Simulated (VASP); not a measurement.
# Sb in VASP: single point with PBE

Aim: the single point of Sb with PBE.

Program: VASP 6.6.1. These are calculated values, not measurements. Logs are shortened: lines on timing, memory, paths and dates and some standing lists are left out, and cuts for length are marked.

## 1. The cell of the first run

The cell holds a slab with vacuum, 2 atoms: a = 4.101 Å, b = 4.101 Å, c = 26.870 Å, α = 90.00°, β = 90.00°, γ = 120.00°.

## 2. Single point, PBE

Input file INCAR:

```
SYSTEM = Sb
PREC = Accurate
ENCUT = 400
EDIFF = 1E-6
ISMEAR = 0
SIGMA = 0.04
LREAL = .FALSE.
LASPH = .TRUE.
NELM = 120
ALGO = Normal
ISIF = 2
LWAVE = .FALSE.
LCHARG = .TRUE.
LDIPOL = .TRUE.
IDIPOL = 3
DIPOL = 0.5 0.5 0.311
GGA = PE
LELF = .TRUE.
LVHAR = .TRUE.
LVACPOTAV = .TRUE.
NBANDS = 12
GGA_COMPAT = .FALSE.
NELMDL = -8
```

Input file KPOINTS:

```
regular mesh
0
G
  12 12 1
  0 0 0
```

Input file POSCAR:

```
Sb
1.0
    4.1005346957      0.0000000000      0.0000000000
   -2.0502673478      3.5511672155      0.0000000000
    0.0000000000      0.0000000000     26.8700000000
Sb
2
Direct
    0.3333333333      0.6666666667      0.2809404539
    0.6666666667      0.3333333333      0.3409888007
```

Potentials or basis: VASP PAW PBE potentials, release 64 (Sb).

Launch:

```
cat potpaw_PBE.64/Sb/POTCAR > POTCAR
mpirun -np 1 vasp_std > vasp.out
```

OUTCAR:

```text
SYSTEM = Sb
   PREC = Accurate
   ENCUT = 400
   EDIFF = 1E-6
   ISMEAR = 0
   LREAL = .FALSE.
   LASPH = .TRUE.
   NELM = 120
   ISIF = 2
   GGA = PE
   NELMDL = -8

 ion  position               nearest neighbor table
   1  0.333  0.667  0.281-   2 2.86   2 2.86   2 2.86
   2  0.667  0.333  0.341-   1 2.86   1 2.86   1 2.86

  LATTYP: Found a hexagonal cell.
 ALAT       =     4.1005346957
 C/A-ratio  =     6.5528039619

  Lattice vectors:

 A1 = (   4.1005346957,   0.0000000000,   0.0000000000)
 A2 = (  -2.0502673478,   3.5511672155,   0.0000000000)
 A3 = (   0.0000000000,   0.0000000000,  26.8700000000)

Analysis of symmetry for initial positions (statically):
=====================================================================
 Subroutine PRICEL returns:
 Original cell was already a primitive cell.

 Routine SETGRP: Setting up the symmetry group for a
 hexagonal supercell.

 Subroutine GETGRP returns: Found 12 space group operations
 (whereof  6 operations were pure point group operations)
 out of a pool of 24 trial point group operations.

The static configuration has the point symmetry C_3v.
 The point group associated with its full space group is D_3d.

Analysis of symmetry for dynamics (positions and initial velocities):
=====================================================================
 Subroutine PRICEL returns:
 Original cell was already a primitive cell.

 Routine SETGRP: Setting up the symmetry group for a
 hexagonal supercell.

 Subroutine GETGRP returns: Found 12 space group operations
 (whereof  6 operations were pure point group operations)
 out of a pool of 24 trial point group operations.

The dynamic configuration has the point symmetry C_3v.
 The point group associated with its full space group is D_3d.

 Subroutine INISYM returns: Found 12 space group operations
 (whereof  6 operations are pure point group operations),
 and found     1 'primitive' translations

----------------------------------------------------------------------------------------

                                     Primitive cell

  volume of cell :     391.2725

  direct lattice vectors                    reciprocal lattice vectors
     4.100534696  0.000000000  0.000000000     0.243870635  0.140798777  0.000000000
    -2.050267348  3.551167216  0.000000000     0.000000000  0.281597554  0.000000000
     0.000000000  0.000000000 26.870000000     0.000000000  0.000000000  0.037216226

  length of vectors
     4.100534696  4.100534696 26.870000000     0.281597554  0.281597554  0.037216226

  position of ions in fractional coordinates (direct lattice)
     0.333333333  0.666666667  0.280940454
     0.666666667  0.333333333  0.340988801

  ion indices of the primitive-cell ions
   primitive index   ion index
                 1           1
                 2           2

----------------------------------------------------------------------------------------

 KPOINTS: regular mesh

Automatic generation of k-mesh.
 Grid dimensions read from file:
 generate k-points for:   12   12    1

 Generating k-lattice:

  Cartesian coordinates                     Fractional coordinates (reciprocal lattice)
     0.020322553  0.011733231  0.000000000     0.083333333  0.000000000  0.000000000
     0.000000000  0.023466463  0.000000000     0.000000000  0.083333333  0.000000000
     0.000000000  0.000000000  0.037216226     0.000000000  0.000000000  1.000000000

  Length of vectors
     0.023466463  0.023466463  0.037216226

  Shift w.r.t. Gamma in fractional coordinates (k-lattice)
     0.000000000  0.000000000  0.000000000

 Subroutine IBZKPT returns following result:
 ===========================================

 Found     19 irreducible k-points:

 Following reciprocal coordinates:
            Coordinates               Weight
  0.000000  0.000000  0.000000      1.000000
  0.083333  0.000000  0.000000      6.000000
  0.166667  0.000000  0.000000      6.000000
  0.250000  0.000000  0.000000      6.000000
  0.333333  0.000000  0.000000      6.000000
  0.416667  0.000000  0.000000      6.000000
[... 11 lines left out ...]
  0.333333  0.250000  0.000000     12.000000
  0.333333  0.333333  0.000000      2.000000
   k-points           NKPTS =     19   k-points in BZ     NKDIM =     19   number of bands    NBANDS=     12
   number of dos      NEDOS =    301   number of ions     NIONS =      2
   total plane-waves  NPLWV = 141120
   dimension x,y,z NGX =    28 NGY =   28 NGZ =  180
   dimension x,y,z NGXF=    56 NGYF=   56 NGZF=  360
   ions per type =               2
   NGX,Y,Z   is equivalent  to a cutoff of  11.35, 11.35, 11.14 a.u.
   NGXF,Y,Z  is equivalent  to a cutoff of  22.70, 22.70, 22.27 a.u.
 SYSTEM =  Sb
   PREC   = accura    normal or accurate (medium, high low for compatibility)
   ISTART =      0    job   : 0-new  1-cont  2-samecut
   ICHARG =      2    charge: 1-file 2-atom 10-const
   ISPIN  =      1    spin polarized calculation?
   LNONCOLLINEAR =      F non collinear calculations
   LSORBIT =      F    spin-orbit coupling
   LASPH  =      T    aspherical Exc in radial PAW
   ENCUT  =  400.0 eV  29.40 Ry    5.42 a.u.   6.69  6.69 43.82*2*pi/ulx,y,z
   NELM   =    120;   NELMIN=  2; NELMDL= -8     # of ELM steps
   EDIFF  = 0.1E-05   stopping-criterion for ELM
   LREAL  =      F    real-space projection
   EDIFFG = 0.1E-04   stopping-criterion for IOM
   NSW    =      0    number of steps for IOM
   IBRION =     -1    ionic relax: 0-MD 1-quasi-New 2-CG
   NFREE  =      0    steps in history (QN), initial steepest desc. (CG)
   ISIF   =      2    stress and relaxation
   ISYM   =      2    0-nonsym 1-usesym 2-fastsym
   POTIM  = 0.5000    time-step for ionic-motion
   TEBEG  =    0.0;   TEEND  =   0.0 temperature during run
   PSTRESS=    0.0 pullay stress
   NELECT =      10.0000    total number of electrons
   NUPDOWN=      -1.0000    fix difference up-down
   EMIN   =  10.00;   EMAX   =-10.00  energy-range for DOS
   EFERMI =   0.00;   METHOD = LEGACY
   ISMEAR =     0;   SIGMA  =   0.04  broadening in eV -4-tet -1-fermi 0-gaus
   EFERMI_NEDOS =   21; number of points for ismear=-14 and -15
   IALGO  =     38    algorithm
   IMIX   =      4    mixing-type and parameters
     AMIX     =   0.40;   BMIX     =  1.00
     AMIX_MAG =   1.60;   BMIX_MAG =  1.00
  volume/ion in A,a.u.               =     195.64      1320.22
  Fermi-wavevector in a.u.,A,eV,Ry     =   0.482224  0.911270  3.163893  0.232540
  Thomas-Fermi vector in A             =   1.480738
   LORBIT       =      0    0 simple, 1 ext, 2 COOP (PROOUT), +10 PAW based schemes
   GGA     = PE    functional components
   LHFCALC =     F    Hartree Fock is set to
   AEXX    =    0.0000 exact exchange contribution
   IVDW    =     0    specifies the selected vdW correction
   LEPSILON=     F    determine dielectric tensor
   LRPA    =     F    only Hartree local field effects (RPA)
 non-spin polarized calculation
 Gauss-broadening in eV      SIGMA  =   0.04
  energy-cutoff  :      400.00
  volume of cell :      391.27
 maximum number of plane-waves:      7161
 NGX is ok and might be reduce to    28
   NGX = 13   NGY = 13   NGZ = 87

 dipolmoment           0.000000      0.000000     -0.000038 electrons x Angstroem

 number of electron      10.0000001 magnetization

 dipolmoment           0.000000      0.000000      0.000002 electrons x Angstroem

 Free energy of the ion-electron system (eV)
  ---------------------------------------------------
  ext. energy  EPLUGINS =         0.00000000
  ---------------------------------------------------
  free energy    TOTEN  =        -8.09938339 eV

  energy without entropy =       -8.09938339  energy(sigma->0) =       -8.09938339

 E-fermi :  -2.9703     XC(G=0):  -2.0087

 val. band max:       -3.1598773708   @ k =   0.0000   0.0000   0.0000
 cond. band min:      -1.8127251672   @ k =   0.3333   0.0000   0.0000
 fundamental gap:      1.3471522037
 Fermi energy:        -2.9703451142

 k-point     1 :       0.0000    0.0000    0.0000
  band No.  band energies     occupation
      1     -14.5066      2.00000
      2      -9.3408      2.00000
      3      -3.6516      2.00000
      4      -3.1599      2.00000
      5      -3.1599      2.00000
      6      -1.5503      0.00000
      7      -0.2939      0.00000
      8      -0.2939      0.00000
      9       1.2131      0.00000
     10       1.4898      0.00000
     11       1.9369      0.00000
     12       2.2326      0.00000

 k-point     2 :       0.0833    0.0000    0.0000
  band No.  band energies     occupation
      1     -14.4317      2.00000
      2      -9.3385      2.00000
      3      -3.8955      2.00000
      4      -3.6191      2.00000
      5      -3.3327      2.00000
      6      -1.0387      0.00000
      7      -0.3809      0.00000
      8      -0.1207      0.00000
      9       1.3110      0.00000
     10       1.5725      0.00000
     11       2.0183      0.00000
     12       2.3167      0.00000

 k-point     3 :       0.1667    0.0000    0.0000
  band No.  band energies     occupation
      1     -14.2092      2.00000
      2      -9.3688      2.00000
      3      -4.9743      2.00000
      4      -3.7162      2.00000
      5      -3.5553      2.00000
      6      -1.3195      0.00000
      7       0.2204      0.00000
      8       0.2255      0.00000
      9       1.5536      0.00000
     10       1.8138      0.00000
     11       2.2528      0.00000
     12       2.5585      0.00000
[... 211 lines left out ...]
 k-point    18 :       0.3333    0.2500    0.0000
  band No.  band energies     occupation
      1     -12.1506      2.00000
      2     -11.1559      2.00000
      3      -6.5463      2.00000
      4      -5.2543      2.00000
      5      -4.5321      2.00000
      6      -1.3461      0.00000
      7       0.2007      0.00000
      8       0.6661      0.00000
      9       3.1445      0.00000
     10       3.7616      0.00000
     11       4.0333      0.00000
     12       4.3551      0.00000

 k-point    19 :       0.3333    0.3333    0.0000
  band No.  band energies     occupation
      1     -11.6431      2.00000
      2     -11.6431      2.00000
      3      -6.7227      2.00000
      4      -4.8833      2.00000
      5      -4.8833      2.00000
      6      -1.5464      0.00000
      7       0.5813      0.00000
      8       0.5813      0.00000
      9       3.5394      0.00000
     10       4.1746      0.00000
     11       4.1746      0.00000
     12       4.6282      0.00000

------------------------ aborting loop because EDIFF is reached ----------------------------------------

 vacuum level on the upper side and lower side of the slab       (xc-potential included)        -0.130        -0.129

  FORCE on cell =-STRESS in cart. coord.  units (eV):
  Direction    XX          YY          ZZ          XY          YZ          ZX
  --------------------------------------------------------------------------------------
  -------------------------------------------------------------------------------------
  Total        0.4240402      0.4240402      0.5613030      0.0000000      0.0000000      0.0000000
  in kB        1.7363542      1.7363542      2.2984160      0.0000000      0.0000000      0.0000000
  external PRESSURE =       1.9237081 kB  Pullay stress =       0.0000000 kB

 VOLUME and BASIS-vectors are now :
 -----------------------------------------------------------------------------
  energy-cutoff  :      400.00
  volume of cell :      391.27
      direct lattice vectors                 reciprocal lattice vectors
     4.100534696  0.000000000  0.000000000     0.243870635  0.140798777  0.000000000
    -2.050267348  3.551167216  0.000000000     0.000000000  0.281597554  0.000000000
     0.000000000  0.000000000 26.870000000     0.000000000  0.000000000  0.037216226

 POSITION                                       TOTAL-FORCE (eV/Angst)
 -----------------------------------------------------------------------------------
     -0.00000      2.36744      7.54887         0.000000     -0.000000     -0.351145
      2.05027      1.18372      9.16237        -0.000000      0.000000      0.351145
 -----------------------------------------------------------------------------------
    total drift:                                0.000000     -0.000000      0.000007

  FREE ENERGIE OF THE ION-ELECTRON SYSTEM (eV)
  ---------------------------------------------------
  free  energy   TOTEN  =        -8.0993833862 eV

  energy  without entropy=       -8.0993833862  energy(sigma->0) =       -8.09938339

 vacuum level on the upper side and lower side of the slab         1.769         1.769
```

Run time: 2.8 min. Hardware: 1 thread of AMD EPYC 7R43 (Zen 3), shared host; peak memory 0.3 GiB.

Results:

* Free energy: -8.0994 eV
* Largest force: 0.351 eV/Å
* Band gap on the k mesh: 1.35 eV, indirect (least direct gap 1.61 eV)
* Ionisation potential of the upper face: 4.93 eV

Forces in eV/Å, atoms in the order of the input:
```
Sb   0.000  0.000 -0.351
Sb   0.000  0.000  0.351
```

Levels at points of the mesh, in eV from the valence-band top:
```
           k point  band 2  band 3  band 4  band 5  band 6  band 7  band 8  band 9
(0.00, 0.00, 0.00)   -6.18   -0.49    0.00    0.00    1.61    2.87    2.87    4.37
(0.50, 0.00, 0.00)   -7.77   -2.89   -1.58   -1.38    1.66    2.59    3.70    5.17
```

Caveat: spin-orbit coupling is left out, which moves the levels of the heavy elements.
